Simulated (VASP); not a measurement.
# ZnSnN2 (P-3m1) in VASP: single point with PBE

Aim: the single point of ZnSnN2 with PBE.

Everything below comes from runs of VASP 6.6.1. Logs are shortened: lines on timing, memory, paths and dates and some standing lists are left out, and cuts for length are marked.

### 1 The cell of the first run

Symmetry: P-3m1, No. 164, trigonal system. Conventional cell: a = 3.528 Å, b = 3.528 Å, c = 9.646 Å, α = 90.00°, β = 90.00°, γ = 120.00°. Zn (site symmetry 3m) has 4 N at 2.07 to 2.23 Å and 3 Zn at 2.76 Å within 2.8 Å. Sn (site symmetry 3m) has 5 N at 2.09 to 2.39 Å within 2.8 Å. Within 2.7 Å of N (site symmetry 3m) lie 4 Zn at 2.07 to 2.23 Å and 1 Sn at 2.09 Å. Within 2.8 Å of N (site symmetry 3m) lie 4 Sn at 2.09 to 2.39 Å and 3 N at 2.80 Å.

### 2 Single point, PBE

Contents of INCAR:

```
PREC     = Accurate       # precision mode
ENCUT    = 520            # plane-wave cutoff, eV
EDIFF    = 1E-6           # SCF threshold, eV
ISMEAR   = -1             # smearing method
SIGMA    = 0.02           # smearing width, eV
LREAL    = F              # projectors in reciprocal space
LASPH    = T              # aspherical terms in the spheres
NELM     = 100            # most SCF steps
ALGO     = Normal         # electronic algorithm
ISIF     = 2              # what is computed and relaxed
LWAVE    = F              # write WAVECAR
LCHARG   = F              # write CHGCAR
GGA      = PE             # functional
NBANDS   = 46             # bands
```

Contents of KPOINTS:

```
Automatic mesh
0
Gamma
  12 12 4
```

Contents of POSCAR:

```
ZnSnN2
1.0
    3.5282821918      0.0000000000      0.0000000000
   -1.7641410959      3.0555820098      0.0000000000
    0.0000000000      0.0000000000      9.6463218640
Zn Sn N
2 2 4
Direct
    0.3333333333      0.6666666667     -0.0026375099
    0.6666666667      0.3333333333      0.1901375099
    0.3333333333      0.6666666667      0.4451281138
    0.6666666667      0.3333333333      0.7423718862
    0.3333333333      0.6666666667      0.2283443497
    0.3333333333      0.6666666667      0.6932195814
    0.6666666667      0.3333333333      0.4942804186
    0.6666666667      0.3333333333      0.9591556503
```

Potentials or basis: VASP PAW PBE potentials, release 64 (Zn, Sn_d, N).

Launch:

```console
$ cat potpaw_PBE.64/Zn/POTCAR potpaw_PBE.64/Sn_d/POTCAR potpaw_PBE.64/N/POTCAR > POTCAR
$ mpirun -np 1 vasp_std > vasp.out
```

OUTCAR:

```text
PREC = Accurate
   ENCUT = 520
   EDIFF = 1E-6
   ISMEAR = -1
   LREAL = F
   LASPH = T
   NELM = 100
   ISIF = 2
   GGA = PE

 ion  position               nearest neighbor table
   1  0.333  0.667  0.997-   8 2.07   8 2.07   8 2.07   5 2.23   2 2.76   2 2.76   2 2.76   4 3.19
                             4 3.19   4 3.19
   2  0.667  0.333  0.190-   5 2.07   5 2.07   5 2.07   8 2.23   1 2.76   1 2.76   1 2.76   3 3.19
                             3 3.19   3 3.19
   3  0.333  0.667  0.445-   5 2.09   7 2.09   7 2.09   7 2.09   6 2.39   2 3.19   2 3.19   2 3.19
                             4 3.52   4 3.52   4 3.52
   4  0.667  0.333  0.742-   8 2.09   6 2.09   6 2.09   6 2.09   7 2.39   1 3.19   1 3.19   1 3.19
                             3 3.52   3 3.52   3 3.52
   5  0.333  0.667  0.228-   2 2.07   2 2.07   2 2.07   3 2.09   1 2.23
   6  0.333  0.667  0.693-   4 2.09   4 2.09   4 2.09   3 2.39
   7  0.667  0.333  0.494-   3 2.09   3 2.09   3 2.09   4 2.39
   8  0.667  0.333  0.959-   1 2.07   1 2.07   1 2.07   4 2.09   2 2.23

  LATTYP: Found a hexagonal cell.
 ALAT       =     3.5282821918
 C/A-ratio  =     2.7339995328

  Lattice vectors:

 A1 = (   3.5282821918,   0.0000000000,   0.0000000000)
 A2 = (  -1.7641410959,   3.0555820098,   0.0000000000)
 A3 = (   0.0000000000,   0.0000000000,   9.6463218640)

Analysis of symmetry for initial positions (statically):
=====================================================================
 Subroutine PRICEL returns:
 Original cell was already a primitive cell.

 Routine SETGRP: Setting up the symmetry group for a
 hexagonal supercell.

 Subroutine GETGRP returns: Found 12 space group operations
 (whereof  6 operations were pure point group operations)
 out of a pool of 24 trial point group operations.

The static configuration has the point symmetry C_3v.
 The point group associated with its full space group is D_3d.

Analysis of symmetry for dynamics (positions and initial velocities):
=====================================================================
 Subroutine PRICEL returns:
 Original cell was already a primitive cell.

 Routine SETGRP: Setting up the symmetry group for a
 hexagonal supercell.

 Subroutine GETGRP returns: Found 12 space group operations
 (whereof  6 operations were pure point group operations)
 out of a pool of 24 trial point group operations.

The dynamic configuration has the point symmetry C_3v.
[... 115 lines left out ...]
   NSW    =      0    number of steps for IOM
   IBRION =     -1    ionic relax: 0-MD 1-quasi-New 2-CG
   NFREE  =      0    steps in history (QN), initial steepest desc. (CG)
   ISIF   =      2    stress and relaxation
   ISYM   =      2    0-nonsym 1-usesym 2-fastsym
   POTIM  = 0.5000    time-step for ionic-motion
   TEBEG  =    0.0;   TEEND  =   0.0 temperature during run
   PSTRESS=    0.0 pullay stress
   NELECT =      72.0000    total number of electrons
   NUPDOWN=      -1.0000    fix difference up-down
   EMIN   =  10.00;   EMAX   =-10.00  energy-range for DOS
   EFERMI =   0.00;   METHOD = LEGACY
   ISMEAR =    -1;   SIGMA  =   0.02  broadening in eV -4-tet -1-fermi 0-gaus
   EFERMI_NEDOS =   21; number of points for ismear=-14 and -15
   IALGO  =     38    algorithm
   IMIX   =      4    mixing-type and parameters
     AMIX     =   0.40;   BMIX     =  1.00
     AMIX_MAG =   1.60;   BMIX_MAG =  1.00
  volume/ion in A,a.u.               =      13.00        87.73
  Fermi-wavevector in a.u.,A,eV,Ry     =   1.448258  2.736811 28.537564  2.097452
  Thomas-Fermi vector in A             =   2.566120
   LORBIT       =      0    0 simple, 1 ext, 2 COOP (PROOUT), +10 PAW based schemes
   GGA     = PE    functional components
   LHFCALC =     F    Hartree Fock is set to
   AEXX    =    0.0000 exact exchange contribution
   IVDW    =     0    specifies the selected vdW correction
   LEPSILON=     F    determine dielectric tensor
   LRPA    =     F    only Hartree local field effects (RPA)
 non-spin polarized calculation
  energy-cutoff  :      520.00
  volume of cell :      104.00
 maximum number of plane-waves:      2892
 NGX is ok and might be reduce to    28
   NGX = 13   NGY = 13   NGZ = 35

 number of electron      71.9999994 magnetization

 Free energy of the ion-electron system (eV)
  ---------------------------------------------------
  ext. energy  EPLUGINS =         0.00000000
  ---------------------------------------------------
  free energy    TOTEN  =       -41.50832603 eV

  energy without entropy =      -41.50809035  energy(sigma->0) =      -41.50820819

 E-fermi :   6.4517     XC(G=0): -11.2872

 val. band max:        6.4206790333   @ k =   0.0000   0.0000   0.5000
 cond. band min:       6.6562225767   @ k =   0.0000   0.0000   0.2500
 fundamental gap:      0.2355435433
 Fermi energy:         6.4516782694

 k-point     1 :       0.0000    0.0000    0.0000
  band No.  band energies     occupation
      1     -15.4793      2.00000
      2     -15.3851      2.00000
      3     -15.3851      2.00000
      4     -15.3734      2.00000
      5     -15.3734      2.00000
      6     -15.3721      2.00000
[... 1165 lines left out ...]
     45      13.8627      0.00000
     46      14.1324      0.00000

 [... further k-points ...]

------------------------ aborting loop because EDIFF is reached ----------------------------------------

  FORCE on cell =-STRESS in cart. coord.  units (eV):
  Direction    XX          YY          ZZ          XY          YZ          ZX
  --------------------------------------------------------------------------------------
  -------------------------------------------------------------------------------------
  Total        3.5487726      3.5487726      3.7412664      0.0000000      0.0000000      0.0000000
  in kB       54.6726030     54.6726030     57.6381735      0.0000000      0.0000000      0.0000000
  external PRESSURE =      55.6611265 kB  Pullay stress =       0.0000000 kB

 VOLUME and BASIS-vectors are now :
 -----------------------------------------------------------------------------
  energy-cutoff  :      520.00
  volume of cell :      104.00
      direct lattice vectors                 reciprocal lattice vectors
     3.528282192  0.000000000  0.000000000     0.283424042  0.163634947  0.000000000
    -1.764141096  3.055582010  0.000000000     0.000000000  0.327269894  0.000000000
     0.000000000  0.000000000  9.646321864     0.000000000  0.000000000  0.103666456

 POSITION                                       TOTAL-FORCE (eV/Angst)
 -----------------------------------------------------------------------------------
     -0.00000      2.03705      9.62088         0.000000     -0.000000     -0.050305
      1.76414      1.01853      1.83413        -0.000000      0.000000      0.050305
     -0.00000      2.03705      4.29385         0.000000     -0.000000     -0.016849
      1.76414      1.01853      7.16116        -0.000000     -0.000000      0.016849
     -0.00000      2.03705      2.20268         0.000000      0.000000     -0.079002
     -0.00000      2.03705      6.68702        -0.000000     -0.000000     -0.131366
      1.76414      1.01853      4.76799         0.000000     -0.000000      0.131366
      1.76414      1.01853      9.25232        -0.000000      0.000000      0.079002
 -----------------------------------------------------------------------------------
    total drift:                               -0.000000      0.000000     -0.000000

  FREE ENERGIE OF THE ION-ELECTRON SYSTEM (eV)
  ---------------------------------------------------
  free  energy   TOTEN  =       -41.5083260343 eV

  energy  without entropy=      -41.5080903540  energy(sigma->0) =      -41.50820819
```

OSZICAR:

```text
N       E                     dE             d eps       ncg     rms          rms(c)
DAV:   1     0.826029278938E+03    0.82603E+03   -0.34096E+04  6576   0.246E+03
DAV:   2     0.107794060011E+03   -0.71824E+03   -0.68767E+03  6364   0.642E+02
DAV:   3    -0.381319101958E+02   -0.14593E+03   -0.14206E+03  6818   0.230E+02
DAV:   4    -0.496512791859E+02   -0.11519E+02   -0.11373E+02  7936   0.674E+01
DAV:   5    -0.499460900629E+02   -0.29481E+00   -0.29423E+00  7328   0.119E+01    0.183E+01
DAV:   6    -0.409251495536E+02    0.90209E+01   -0.23382E+01 10950   0.802E+01    0.877E+00
DAV:   7    -0.416533542377E+02   -0.72820E+00   -0.90535E+00  6982   0.175E+01    0.582E+00
DAV:   8    -0.415934544677E+02    0.59900E-01   -0.13884E+00  8974   0.759E+00    0.225E+00
DAV:   9    -0.415080823576E+02    0.85372E-01   -0.26760E-01  9564   0.469E+00    0.648E-01
DAV:  10    -0.415078060096E+02    0.27635E-03   -0.45845E-02  7718   0.115E+00    0.290E-01
DAV:  11    -0.415082204381E+02   -0.41443E-03   -0.36493E-03  9186   0.529E-01    0.123E-01
DAV:  12    -0.415083149084E+02   -0.94470E-04   -0.78331E-04  7278   0.431E-01    0.447E-02
DAV:  13    -0.415083193033E+02   -0.43948E-05   -0.97588E-05  7838   0.127E-01    0.308E-02
DAV:  14    -0.415083280547E+02   -0.87514E-05   -0.37711E-05  7058   0.374E-02    0.150E-02
DAV:  15    -0.415083258978E+02    0.21569E-05   -0.14483E-05  8248   0.482E-02    0.497E-03
DAV:  16    -0.415083260343E+02   -0.13645E-06   -0.36527E-06  6480   0.147E-02
   1 F= -.41508326E+02 E0= -.41508208E+02  d E =-.235680E-03
```

stdout:

```text
POSCAR found type information on POSCAR ZnSnN
 POSCAR found :  3 types and       8 ions
 scaLAPACK will be used
 LDA part: xc-table for (Slater+PW92), standard interpolation
 POSCAR, INCAR and KPOINTS ok, starting setup
 FFT: planning ... GRIDC
 FFT: planning ... GRID_SOFT
 FFT: planning ... GRID
 WAVECAR not read
 entering main loop
```

It took 4.8 min on 1 thread of Intel Xeon Platinum 8375C at 2.90GHz (Ice Lake), shared host; peak memory 0.42 GiB.

Results:

```
Free energy            : -41.5083 eV
Pressure               : 5.6 GPa
Largest force          : 0.131 eV/Å
Band gap on the k mesh : zero (bands 36 and 37 overlap by 0.02 eV)
```

Forces in eV/Å, atoms in the order of the input:
```
Zn   0.000  0.000 -0.050
Zn   0.000  0.000  0.050
Sn   0.000  0.000 -0.017
Sn   0.000  0.000  0.017
N    0.000  0.000 -0.079
N    0.000  0.000 -0.131
N    0.000  0.000  0.131
N    0.000  0.000  0.079
```

Levels at points of the mesh, in eV from the Fermi level:
```csv
k point,band 32,band 33,band 34,band 35,band 36,band 37,band 38,band 39,band 40,band 41
"(0.00, 0.00, 0.00)",-1.07,-0.66,-0.55,-0.55,-0.05,-0.05,1.47,3.00,3.06,5.78
"(0.50, 0.00, 0.00)",-2.88,-2.14,-1.82,-1.58,-1.02,2.25,2.68,3.43,4.04,5.00
"(0.00, 0.00, 0.50)",-2.41,-0.57,-0.57,-0.03,-0.03,0.94,1.47,1.84,3.13,5.69
"(0.50, 0.00, 0.50)",-2.85,-2.06,-2.05,-1.44,-1.06,2.18,2.20,3.27,4.29,5.22
```

Caveat: the cell stands under pressure; spin-orbit coupling is left out, which moves the levels of the heavy elements.
